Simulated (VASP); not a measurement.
# Al2BAs3 (P1) in VASP: relaxation of cell and atoms with PBE

Aim: the relaxation of cell and atoms of Al2BAs3 with PBE.

All numbers are computed with VASP 6.6.1; they aren't measurements. Logs are shortened: lines on timing, memory, paths and dates and some standing lists are left out, and cuts for length are marked.

### Step 1. The cell of the first run

The typed cell holds 12 atoms: a = 3.880 Å, b = 6.466 Å, c = 9.281 Å, α = 90.69°, β = 88.99°, γ = 88.26°.

### Step 2. Relaxation of cell and atoms, PBE

INCAR reads:

```
SYSTEM = Al2BAs3
  ALGO = Normal
  EDIFF = 1E-6
  EDIFFG = -0.025
  ENCUT = 600
  GGA = PE
  IBRION = 2
  ISIF = 3
  ISMEAR = 0
  LASPH = .True.
  LCHARG = .False.
  LREAL = .False.
  LWAVE = .False.
  NELM = 100
  NSW = 80
  PREC = Accurate
  SIGMA = 0.1
```

KPOINTS reads:

```
k-points
0
Gamma
  4 2 2
  0 0 0
```

POSCAR reads:

```
Al2BAs3
1.0
    1.8896026542     -3.3889379092     -0.0335335409
   -5.5486286726     -3.3195523640      0.0392790894
    0.0906957364     -0.0440993847     -9.2803389175
Al B As
4 2 6
Direct
    0.4969949284      0.5132931074      0.0210941469
   -0.0121874285      0.9852244657      0.0051028778
    0.9976491807      0.6982061571      0.6718962743
    0.4600352499      0.1650629253      0.6476592990
    0.5183351983      0.8208674562      0.3309026761
    1.0075032758      0.3180064545      0.3166254348
    0.9956721012      0.9957076016      0.7496636206
    0.5123539347      0.5088494549      0.7644545314
    1.0239241439      0.6573060401      0.4003441913
    0.4734915207      0.1737410598      0.3866856399
    0.4816002808      0.8168325040      0.1034136341
    1.0446276140      0.3469027732      0.1021576738
```

Potentials or basis: VASP PAW PBE potentials, release 64 (Al, B, As).

Command:

```
$ cat potpaw_PBE.64/Al/POTCAR potpaw_PBE.64/B/POTCAR potpaw_PBE.64/As/POTCAR > POTCAR
$ mpirun -np 1 vasp_std > vasp.out
```

OUTCAR:

```text
SYSTEM = Al2BAs3
   EDIFF = 1E-6
   EDIFFG = -0.025
   ENCUT = 600
   GGA = PE
   IBRION = 2
   ISIF = 3
   ISMEAR = 0
   LASPH = .True.
   LREAL = .False.
   NELM = 100
   NSW = 80
   PREC = Accurate

 ion  position               nearest neighbor table
   1  0.497  0.513  0.021-  11 2.10  12 2.21   8 2.38  12 2.49
   2  0.988  0.985  0.005-   7 2.37  11 2.38  11 2.44  12 2.51
   3  0.998  0.698  0.672-   7 2.05   8 2.43   8 2.48   9 2.53
   4  0.460  0.165  0.648-   7 2.33  10 2.42   8 2.48   7 2.52
   5  0.518  0.821  0.331-  11 2.12   9 2.30   9 2.31  10 2.33
   6  0.008  0.318  0.317-  12 2.00  10 2.12   9 2.32  10 2.38
   7  0.996  0.996  0.750-   3 2.05   4 2.33   2 2.37   4 2.52
   8  0.512  0.509  0.764-   1 2.38   3 2.43   4 2.48   3 2.48
   9  0.024  0.657  0.400-   5 2.30   5 2.31   6 2.32   3 2.53
  10  0.473  0.174  0.387-   6 2.12   5 2.33   6 2.38   4 2.42
  11  0.482  0.817  0.103-   1 2.10   5 2.12   2 2.38   2 2.44
  12  0.045  0.347  0.102-   6 2.00   1 2.21   1 2.49   2 2.51

  LATTYP: Found a triclinic cell.
 ALAT       =     3.8802864381
 B/A-ratio  =     2.6085787504
 C/A-ratio  =     1.6663537893
 COS(alpha) =     0.0006473227
 COS(beta)  =     0.0304402769
 COS(gamma) =     0.3994424102

  Lattice vectors:

 A1 = (  -1.8896026542,   3.3889379092,   0.0335335409)
 A2 = (  -1.9802983906,   3.4330372939,   9.3138724584)
 A3 = (   5.5486286726,   3.3195523640,  -0.0392790894)

Analysis of symmetry for initial positions (statically):
=====================================================================
 Subroutine PRICEL returns:
 Original cell was already a primitive cell.

 Routine SETGRP: Setting up the symmetry group for a
 triclinic supercell.

 Subroutine GETGRP returns: Found  1 space group operations
 (whereof  1 operations were pure point group operations)
 out of a pool of  2 trial point group operations.

The static configuration has the point symmetry C_1 .

Analysis of symmetry for dynamics (positions and initial velocities):
=====================================================================
 Subroutine PRICEL returns:
 Original cell was already a primitive cell.

 Routine SETGRP: Setting up the symmetry group for a
 triclinic supercell.

 Subroutine GETGRP returns: Found  1 space group operations
 (whereof  1 operations were pure point group operations)
 out of a pool of  2 trial point group operations.

The dynamic configuration has the point symmetry C_1 .

 Subroutine INISYM returns: Found  1 space group operations
 (whereof  1 operations are pure point group operations),
 and found     1 'primitive' translations

----------------------------------------------------------------------------------------

                                     Primitive cell

  volume of cell :     232.6922

  direct lattice vectors                    reciprocal lattice vectors
     1.889602654 -3.388937909 -0.033533541     0.132399392 -0.221277707  0.002345418
    -5.548628673 -3.319552364  0.039279089    -0.135152859 -0.075348951 -0.000962782
     0.090695736 -0.044099385 -9.280338917    -0.001050447  0.000480649 -0.107767235

  length of vectors
     3.880286438  6.465930010  9.280886859     0.257873852  0.154740708  0.107773426

  position of ions in fractional coordinates (direct lattice)
     0.496994928  0.513293107  0.021094147
     0.987812572  0.985224466  0.005102878
     0.997649181  0.698206157  0.671896274
     0.460035250  0.165062925  0.647659299
     0.518335198  0.820867456  0.330902676
     0.007503276  0.318006455  0.316625435
     0.995672101  0.995707602  0.749663621
     0.512353935  0.508849455  0.764454531
     0.023924144  0.657306040  0.400344191
     0.473491521  0.173741060  0.386685640
     0.481600281  0.816832504  0.103413634
     0.044627614  0.346902773  0.102157674

  ion indices of the primitive-cell ions
   primitive index   ion index
                 1           1
                 2           2
                 3           3
                 4           4
                 5           5
                 6           6
                 7           7
                 8           8
                 9           9
                10          10
                11          11
                12          12

----------------------------------------------------------------------------------------

 KPOINTS: k-points

Automatic generation of k-mesh.
 Grid dimensions read from file:
 generate k-points for:    4    2    2

 Generating k-lattice:

  Cartesian coordinates                     Fractional coordinates (reciprocal lattice)
     0.033099848 -0.055319427  0.000586354     0.250000000 -0.000000000  0.000000000
    -0.067576430 -0.037674475 -0.000481391     0.000000000  0.500000000  0.000000000
    -0.000525223  0.000240325 -0.053883618     0.000000000  0.000000000  0.500000000

  Length of vectors
     0.064468463  0.077370354  0.053886713

  Shift w.r.t. Gamma in fractional coordinates (k-lattice)
     0.000000000  0.000000000  0.000000000

 Subroutine IBZKPT returns following result:
 ===========================================

 Found     12 irreducible k-points:

 Following reciprocal coordinates:
            Coordinates               Weight
  0.000000  0.000000  0.000000      1.000000
  0.250000  0.000000 -0.000000      2.000000
  0.500000  0.000000 -0.000000      1.000000
 -0.000000  0.500000  0.000000      1.000000
  0.250000  0.500000  0.000000      2.000000
  0.500000  0.500000 -0.000000      1.000000
  0.000000  0.000000  0.500000      1.000000
  0.250000 -0.000000  0.500000      2.000000
  0.500000  0.000000  0.500000      1.000000
 -0.000000  0.500000  0.500000      1.000000
  0.250000  0.500000  0.500000      2.000000
  0.500000  0.500000  0.500000      1.000000
   k-points           NKPTS =     12   k-points in BZ     NKDIM =     12   number of bands    NBANDS=     31
   number of dos      NEDOS =    301   number of ions     NIONS =     12
   total plane-waves  NPLWV = 138240
   dimension x,y,z NGX =    32 NGY =   54 NGZ =   80
   dimension x,y,z NGXF=    64 NGYF=  108 NGZF=  160
   ions per type =               4   2   6
   NGX,Y,Z   is equivalent  to a cutoff of  13.71, 13.88, 14.33 a.u.
   NGXF,Y,Z  is equivalent  to a cutoff of  27.42, 27.77, 28.66 a.u.
 SYSTEM =  Al2BAs3
   PREC   = accura    normal or accurate (medium, high low for compatibility)
   ISTART =      0    job   : 0-new  1-cont  2-samecut
   ICHARG =      2    charge: 1-file 2-atom 10-const
   ISPIN  =      1    spin polarized calculation?
   LNONCOLLINEAR =      F non collinear calculations
   LSORBIT =      F    spin-orbit coupling
   LASPH  =      T    aspherical Exc in radial PAW
   ENCUT  =  600.0 eV  44.10 Ry    6.64 a.u.   7.75 12.91 18.54*2*pi/ulx,y,z
   NELM   =    100;   NELMIN=  2; NELMDL= -5     # of ELM steps
   EDIFF  = 0.1E-05   stopping-criterion for ELM
   LREAL  =      F    real-space projection
   EDIFFG = -.3E-01   stopping-criterion for IOM
   NSW    =     80    number of steps for IOM
   IBRION =      2    ionic relax: 0-MD 1-quasi-New 2-CG
   NFREE  =      1    steps in history (QN), initial steepest desc. (CG)
   ISIF   =      3    stress and relaxation
   ISYM   =      2    0-nonsym 1-usesym 2-fastsym
   POTIM  = 0.5000    time-step for ionic-motion
   TEBEG  =    0.0;   TEEND  =   0.0 temperature during run
   PSTRESS=    0.0 pullay stress
   NELECT =      48.0000    total number of electrons
   NUPDOWN=      -1.0000    fix difference up-down
   EMIN   =  10.00;   EMAX   =-10.00  energy-range for DOS
   EFERMI =   0.00;   METHOD = LEGACY
   ISMEAR =     0;   SIGMA  =   0.10  broadening in eV -4-tet -1-fermi 0-gaus
   EFERMI_NEDOS =   21; number of points for ismear=-14 and -15
   IALGO  =     38    algorithm
   IMIX   =      4    mixing-type and parameters
     AMIX     =   0.40;   BMIX     =  1.00
     AMIX_MAG =   1.60;   BMIX_MAG =  1.00
  volume/ion in A,a.u.               =      19.39       130.86
  Fermi-wavevector in a.u.,A,eV,Ry     =   0.967300  1.827932 12.730561  0.935670
  Thomas-Fermi vector in A             =   2.097174
   LORBIT       =      0    0 simple, 1 ext, 2 COOP (PROOUT), +10 PAW based schemes
   GGA     = PE    functional components
   LHFCALC =     F    Hartree Fock is set to
   AEXX    =    0.0000 exact exchange contribution
   IVDW    =     0    specifies the selected vdW correction
   LEPSILON=     F    determine dielectric tensor
   LRPA    =     F    only Hartree local field effects (RPA)
 conjugate gradient relaxation of ions
 non-spin polarized calculation
 Gauss-broadening in eV      SIGMA  =   0.10
  energy-cutoff  :      600.00
  volume of cell :      232.69
 maximum number of plane-waves:      7790
 NGX is ok and might be reduce to    32
   NGX = 15   NGY = 25   NGZ = 37

--------------------------------------- Ionic step        1  -------------------------------------------

 number of electron      47.9999999 magnetization

 Free energy of the ion-electron system (eV)
  ---------------------------------------------------
  ext. energy  EPLUGINS =         0.00000000
  ---------------------------------------------------
  free energy    TOTEN  =       -55.40055119 eV

  energy without entropy =      -55.40013383  energy(sigma->0) =      -55.40034251

------------------------ aborting loop because EDIFF is reached ----------------------------------------

  FORCE on cell =-STRESS in cart. coord.  units (eV):
  Direction    XX          YY          ZZ          XY          YZ          ZX
  --------------------------------------------------------------------------------------
  -------------------------------------------------------------------------------------
  Total       14.6313653      6.7698352     10.8052800      8.3197053      0.5586153      6.1920448
  in kB      100.7427141     46.6129823     74.3986092     57.2844483      3.8462864     42.6346674
  external PRESSURE =      73.9181019 kB  Pullay stress =       0.0000000 kB
[... 33 lines left out ...]
--------------------------------------- Ionic step        2  -------------------------------------------

 number of electron      48.0000000 magnetization

 E-fermi :   3.8940     XC(G=0):  -8.9917

 val. band max:        3.7872190442   @ k =   0.0000   0.0000   0.0000
 cond. band min:       3.9997328516   @ k =   0.0000   0.0000   0.0000
 fundamental gap:      0.2125138074
 Fermi energy:         3.8940347668

 k-point     1 :       0.0000    0.0000    0.0000
  band No.  band energies     occupation
      1      -8.7879      2.00000
      2      -7.7815      2.00000
      3      -7.4843      2.00000
      4      -7.3559      2.00000
      5      -7.0355      2.00000
      6      -6.5149      2.00000
[... 482 lines left out ...]
  FREE ENERGIE OF THE ION-ELECTRON SYSTEM (eV)
  ---------------------------------------------------
  free  energy   TOTEN  =       -57.3666158824 eV

  energy  without entropy=      -57.3607196236  energy(sigma->0) =      -57.36366775

[... ionic steps 4 to 23 ...]

--------------------------------------- Ionic step       24  -------------------------------------------

 number of electron      47.9999998 magnetization

------------------------ aborting loop because EDIFF is reached ----------------------------------------
[... 87 lines left out ...]
--------------------------------------- Ionic step       26  -------------------------------------------

 number of electron      47.9999998 magnetization

 Free energy of the ion-electron system (eV)
  ---------------------------------------------------
  ext. energy  EPLUGINS =         0.00000000
  ---------------------------------------------------
  free energy    TOTEN  =       -57.78092979 eV

  energy without entropy =      -57.77988937  energy(sigma->0) =      -57.78040958

 E-fermi :   4.5599     XC(G=0):  -9.2851

 val. band max:        4.4194453770   @ k =   0.0000   0.0000   0.0000
 cond. band min:       4.6987478960   @ k =   0.0000   0.0000   0.0000
 fundamental gap:      0.2793025190
 Fermi energy:         4.5598784824

 k-point     1 :       0.0000    0.0000    0.0000
  band No.  band energies     occupation
      1      -8.5590      2.00000
      2      -7.4053      2.00000
      3      -7.0773      2.00000
      4      -6.8625      2.00000
      5      -6.3946      2.00000
      6      -5.9985      2.00000
[... 436 lines left out ...]
  FREE ENERGIE OF THE ION-ELECTRON SYSTEM (eV)
  ---------------------------------------------------
  free  energy   TOTEN  =       -57.7809297859 eV

  energy  without entropy=      -57.7798893706  energy(sigma->0) =      -57.78040958

 reached required accuracy - stopping structural energy minimisation
```

Run time: 11 min. Hardware: 1 thread of Intel Xeon 6975P-C (Granite Rapids), shared host; peak memory 0.45 GiB.

What came out:

```
Free energy                           : -57.7809 eV
Relaxed volume                        : 20.39 Å³/atom
Relaxed cell                          : a = 3.869 Å, b = 6.621 Å, c = 9.553 Å, α = 89.75°, β = 89.98°, γ = 90.01°
Space group after relaxing (to 0.1 Å) : P3m1 (No. 156)
Energy gained by relaxing             : 198.4 meV/atom
Ionic steps                           : 26
Pressure after relaxing               : 0.0 GPa
Largest force after relaxing          : 0.019 eV/Å
Band gap on the k mesh                : 0.28 eV
```

Forces on the atoms (eV/Å):
```
Al  -0.009 -0.010  0.000
Al  -0.010 -0.007  0.007
Al   0.005 -0.008  0.003
Al   0.003 -0.009  0.010
B    0.000  0.002 -0.009
B    0.000 -0.003 -0.003
As   0.000  0.007  0.009
As   0.008  0.009 -0.004
As   0.007  0.018  0.000
As   0.006 -0.016 -0.001
As  -0.005  0.009 -0.006
As  -0.005  0.008 -0.006
```

Step by step:
```tsv
step	energy change (eV)	largest force (eV/Å)	pressure (GPa)	volume (Å³)
1	0.0000	6.6161	7.39	232.69
2	-1.1210	1.7900	-3.37	263.66
3	-1.9661	1.3242	-0.54	248.28
4	-1.9673	1.3537	-0.45	247.96
5	-2.2419	0.5136	-0.88	247.95
6	-2.2496	0.4525	-0.88	247.94
7	-2.3075	0.2979	0.27	244.15
8	-2.3108	0.3290	0.64	243.03
9	-2.3411	0.1839	0.18	244.13
10	-2.3444	0.2069	-0.02	244.62
11	-2.3573	0.1590	-0.14	244.99
12	-2.3591	0.2036	-0.20	245.18
13	-2.3680	0.1022	0.09	244.37
14	-2.3684	0.0969	0.17	244.16
15	-2.3727	0.0927	-0.02	244.75
16	-2.3731	0.0980	-0.09	244.99
17	-2.3752	0.0653	-0.01	244.82
18	-2.3752	0.0657	-0.01	244.82
19	-2.3767	0.0635	0.05	244.65
20	-2.3770	0.0888	0.08	244.56
21	-2.3784	0.0635	-0.02	244.87
22	-2.3789	0.0577	-0.15	245.26
23	-2.3797	0.0391	-0.11	245.14
24	-2.3801	0.0384	-0.04	244.95
25	-2.3803	0.0278	0.00	244.82
26	-2.3804	0.0195	0.03	244.72
```

Final structure:
```cif
data_structure
_symmetry_space_group_name_H-M 'P 1'
_symmetry_Int_Tables_number 1
_cell_length_a 3.8690
_cell_length_b 6.6214
_cell_length_c 9.5527
_cell_angle_alpha 89.747
_cell_angle_beta 89.982
_cell_angle_gamma 90.008
_cell_volume 244.72
loop_
_atom_site_label
_atom_site_type_symbol
_atom_site_fract_x
_atom_site_fract_y
_atom_site_fract_z
_atom_site_occupancy
Al1 Al 0.50068 0.49892 0.01045 1
Al2 Al 0.00134 0.99904 0.01091 1
Al3 Al 0.99918 0.66655 0.65521 1
Al4 Al 0.49898 0.16614 0.65546 1
B1 B 0.50037 0.83437 0.32680 1
B2 B 0.99947 0.33432 0.32698 1
As1 As 0.99916 0.00059 0.75360 1
As2 As 0.49925 0.50071 0.75304 1
As3 As 0.00051 0.66644 0.39512 1
As4 As 0.49897 0.16600 0.39522 1
As5 As 0.50139 0.83334 0.10855 1
As6 As 0.00069 0.33357 0.10864 1
```

Levels at points of the mesh, in eV from the valence-band top:
| k point | band 21 | band 22 | band 23 | band 24 | band 25 | band 26 | band 27 | band 28 |
| --- | --- | --- | --- | --- | --- | --- | --- | --- |
| (0.00, 0.00, 0.00) | -0.59 | -0.49 | -0.07 | 0.00 | 0.28 | 0.94 | 1.36 | 2.33 |
| (0.50, 0.00, 0.00) | -2.49 | -2.49 | -1.44 | -1.44 | 2.07 | 2.07 | 2.53 | 2.53 |
| (0.00, 0.50, 0.00) | -1.15 | -1.15 | -0.92 | -0.91 | 1.51 | 1.51 | 2.58 | 2.59 |
| (0.50, 0.50, 0.00) | -1.74 | -1.74 | -1.36 | -1.36 | 0.99 | 0.99 | 1.42 | 1.43 |
| (0.00, 0.00, 0.50) | -0.56 | -0.46 | -0.24 | -0.16 | 0.45 | 0.99 | 1.78 | 1.95 |
| (0.50, 0.00, 0.50) | -2.44 | -2.44 | -1.96 | -1.96 | 2.48 | 2.48 | 2.73 | 2.74 |
| (0.00, 0.50, 0.50) | -1.51 | -1.51 | -0.68 | -0.68 | 1.27 | 1.27 | 2.24 | 2.24 |
| (0.50, 0.50, 0.50) | -1.47 | -1.47 | -1.06 | -1.06 | 1.07 | 1.08 | 1.86 | 1.86 |

Caveat: the k points lie up to 0.47 Å⁻¹ apart in the final cell. A k mesh can miss the band edges.
